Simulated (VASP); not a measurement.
# KBr (Pm-3m) in VASP: further runs

The runs below take KBr through single point, with LDA, PBEsol, PBE.

Program: VASP 6.6.1. These are calculated values, not measurements. Logs are shortened: lines on timing, memory, paths and dates and some standing lists are left out, and cuts for length are marked.

**1. The cell of the first run**

It takes space group Pm-3m (No. 221, cubic). The conventional cell has a = 3.829 Å, b = 3.829 Å, c = 3.829 Å, α = 90.00°, β = 90.00°, γ = 90.00°. Within 4.4 Å of K (site symmetry m-3m) lie 8 Br at 3.32 Å and 6 K at 3.83 Å. Within 4.4 Å of Br (site symmetry m-3m) lie 8 K at 3.32 Å and 6 Br at 3.83 Å.

**2. Single point, LDA**

The input, INCAR:

```
SYSTEM = KBr
ALGO = Normal
EDIFF = 1E-6
ENCUT = 520
GGA = CA
ISIF = 2
ISMEAR = -1
LASPH = .True.
LCHARG = .False.
LREAL = .False.
LWAVE = .False.
NBANDS = 15
NELM = 80
PREC = Accurate
SIGMA = 0.02
```

The input, KPOINTS:

```
k-points
0
Gamma
  6 6 6
  0 0 0
```

The input, POSCAR:

```
KBr
1.0
    3.8290808006      0.0000000000      0.0000000000
    0.0000000000      3.8290808006      0.0000000000
    0.0000000000      0.0000000000      3.8290808006
K Br
1 1
Direct
    0.0000000000      0.0000000000      0.0000000000
    0.5000000000      0.5000000000      0.5000000000
```

Potentials or basis: VASP PAW LDA potentials, release 64 (K_sv, Br).

Run with:

```bash
$ cat potpaw_LDA.64/K_sv/POTCAR potpaw_LDA.64/Br/POTCAR > POTCAR
$ mpirun -np 1 vasp_std > vasp.out
```

OUTCAR:

```text
SYSTEM = KBr
   EDIFF = 1E-6
   ENCUT = 520
   GGA = CA
   ISIF = 2
   ISMEAR = -1
   LASPH = .True.
   LREAL = .False.
   NELM = 80
   PREC = Accurate

 ion  position               nearest neighbor table
   1  0.000  0.000  0.000-
   2  0.500  0.500  0.500-

  LATTYP: Found a simple cubic cell.
 ALAT       =     3.8290808006

  Lattice vectors:

 A1 = (   3.8290808006,   0.0000000000,   0.0000000000)
 A2 = (   0.0000000000,   3.8290808006,   0.0000000000)
 A3 = (   0.0000000000,   0.0000000000,   3.8290808006)

Analysis of symmetry for initial positions (statically):
=====================================================================
 Subroutine PRICEL returns:
 Original cell was already a primitive cell.

 Routine SETGRP: Setting up the symmetry group for a
 simple cubic supercell.

 Subroutine GETGRP returns: Found 48 space group operations
 (whereof 48 operations were pure point group operations)
 out of a pool of 48 trial point group operations.

The static configuration has the point symmetry O_h .

Analysis of symmetry for dynamics (positions and initial velocities):
=====================================================================
 Subroutine PRICEL returns:
 Original cell was already a primitive cell.

 Routine SETGRP: Setting up the symmetry group for a
 simple cubic supercell.

 Subroutine GETGRP returns: Found 48 space group operations
 (whereof 48 operations were pure point group operations)
 out of a pool of 48 trial point group operations.

The dynamic configuration has the point symmetry O_h .

 Subroutine INISYM returns: Found 48 space group operations
 (whereof 48 operations are pure point group operations),
 and found     1 'primitive' translations

----------------------------------------------------------------------------------------

                                     Primitive cell

  volume of cell :      56.1414

  direct lattice vectors                    reciprocal lattice vectors
     3.829080801  0.000000000  0.000000000     0.261159284  0.000000000  0.000000000
     0.000000000  3.829080801  0.000000000     0.000000000  0.261159284  0.000000000
     0.000000000  0.000000000  3.829080801     0.000000000  0.000000000  0.261159284

  length of vectors
     3.829080801  3.829080801  3.829080801     0.261159284  0.261159284  0.261159284

  position of ions in fractional coordinates (direct lattice)
[... 80 lines left out ...]
   ISIF   =      2    stress and relaxation
   ISYM   =      2    0-nonsym 1-usesym 2-fastsym
   POTIM  = 0.5000    time-step for ionic-motion
   TEBEG  =    0.0;   TEEND  =   0.0 temperature during run
   PSTRESS=    0.0 pullay stress
   NELECT =      16.0000    total number of electrons
   NUPDOWN=      -1.0000    fix difference up-down
   EMIN   =  10.00;   EMAX   =-10.00  energy-range for DOS
   EFERMI =   0.00;   METHOD = LEGACY
   ISMEAR =    -1;   SIGMA  =   0.02  broadening in eV -4-tet -1-fermi 0-gaus
   EFERMI_NEDOS =   21; number of points for ismear=-14 and -15
   IALGO  =     38    algorithm
   IMIX   =      4    mixing-type and parameters
     AMIX     =   0.40;   BMIX     =  1.00
     AMIX_MAG =   1.60;   BMIX_MAG =  1.00
  volume/ion in A,a.u.               =      28.07       189.43
  Fermi-wavevector in a.u.,A,eV,Ry     =   1.077342  2.035881 15.791819  1.160666
  Thomas-Fermi vector in A             =   2.213251
   LORBIT       =      0    0 simple, 1 ext, 2 COOP (PROOUT), +10 PAW based schemes
   GGA     = CA    functional components
   LHFCALC =     F    Hartree Fock is set to
   AEXX    =    0.0000 exact exchange contribution
   IVDW    =     0    specifies the selected vdW correction
   LEPSILON=     F    determine dielectric tensor
   LRPA    =     F    only Hartree local field effects (RPA)
 non-spin polarized calculation
  energy-cutoff  :      520.00
  volume of cell :       56.14
 maximum number of plane-waves:      1532
   NGX = 15   NGY = 15   NGZ = 15

 number of electron      16.0000005 magnetization

 Free energy of the ion-electron system (eV)
  ---------------------------------------------------
  ext. energy  EPLUGINS =         0.00000000
  ---------------------------------------------------
  free energy    TOTEN  =        -6.77654395 eV

  energy without entropy =       -6.77654395  energy(sigma->0) =       -6.77654395

 E-fermi :   0.4409     XC(G=0):  -9.0137

 val. band max:       -0.0091237070   @ k =   0.5000   0.5000   0.0000
 cond. band min:       4.0288506131   @ k =   0.0000   0.0000   0.0000
 fundamental gap:      4.0379743201
 Fermi energy:         0.4408931404

 k-point     1 :       0.0000    0.0000    0.0000
  band No.  band energies     occupation
      1     -28.1138      2.00000
      2     -13.1975      2.00000
      3     -11.7565      2.00000
      4     -11.7565      2.00000
      5     -11.7565      2.00000
      6      -0.3326      2.00000
      7      -0.3326      2.00000
      8      -0.3326      2.00000
      9       4.0289      0.00000
     10       5.3007      0.00000
     11       5.3007      0.00000
     12       9.8142      0.00000
     13       9.8142      0.00000
     14       9.8142      0.00000
[... 329 lines left out ...]
      2     -12.6177      2.00000
      3     -11.9483      2.00000
      4     -11.9483      2.00000
      5     -11.9483      2.00000
      6      -1.9527      2.00000
      7      -1.9527      2.00000
      8      -1.9527      2.00000
      9       7.4643      0.00000
     10       7.4643      0.00000
     11       7.4643      0.00000
     12       9.8884      0.00000
     13       9.8884      0.00000
     14       9.8884      0.00000
     15      11.6786      0.00000

------------------------ aborting loop because EDIFF is reached ----------------------------------------

  FORCE on cell =-STRESS in cart. coord.  units (eV):
  Direction    XX          YY          ZZ          XY          YZ          ZX
  --------------------------------------------------------------------------------------
  -------------------------------------------------------------------------------------
  Total        0.0333302      0.0333302      0.0333302      0.0000000      0.0000000     -0.0000000
  in kB        0.9511837      0.9511837      0.9511837      0.0000000      0.0000000     -0.0000000
  external PRESSURE =       0.9511837 kB  Pullay stress =       0.0000000 kB

 VOLUME and BASIS-vectors are now :
 -----------------------------------------------------------------------------
  energy-cutoff  :      520.00
  volume of cell :       56.14
      direct lattice vectors                 reciprocal lattice vectors
     3.829080801  0.000000000  0.000000000     0.261159284  0.000000000  0.000000000
     0.000000000  3.829080801  0.000000000     0.000000000  0.261159284  0.000000000
     0.000000000  0.000000000  3.829080801     0.000000000  0.000000000  0.261159284

 POSITION                                       TOTAL-FORCE (eV/Angst)
 -----------------------------------------------------------------------------------
      0.00000      0.00000      0.00000         0.000000      0.000000      0.000000
      1.91454      1.91454      1.91454         0.000000      0.000000      0.000000
 -----------------------------------------------------------------------------------
    total drift:                               -0.000000      0.000000      0.000000

  FREE ENERGIE OF THE ION-ELECTRON SYSTEM (eV)
  ---------------------------------------------------
  free  energy   TOTEN  =        -6.7765439485 eV

  energy  without entropy=       -6.7765439485  energy(sigma->0) =       -6.77654395
```

stdout:

```text
POSCAR found type information on POSCAR K Br
 POSCAR found :  2 types and       2 ions
 scaLAPACK will be used
 LDA part: xc-table for (Slater(with rela. corr.)+CA(PZ))
 , standard interpolation
 POSCAR, INCAR and KPOINTS ok, starting setup
 FFT: planning ... GRIDC
 FFT: planning ... GRID_SOFT
 FFT: planning ... GRID
 WAVECAR not read
 entering main loop
```

Wall time 9.7 s (1 thread of Intel Xeon Platinum 8488C (Sapphire Rapids), shared host); peak memory 0.14 GiB.

Results:

```
Free energy            : -6.7765 eV
Pressure               : 0.1 GPa
Band gap on the k mesh : 4.04 eV, indirect (least direct gap 4.36 eV)
```

A k mesh can miss the band edges. Expect the measured gap to be larger: semilocal functionals such as LDA lack the derivative discontinuity.

(Continued in part 2 of 2.)
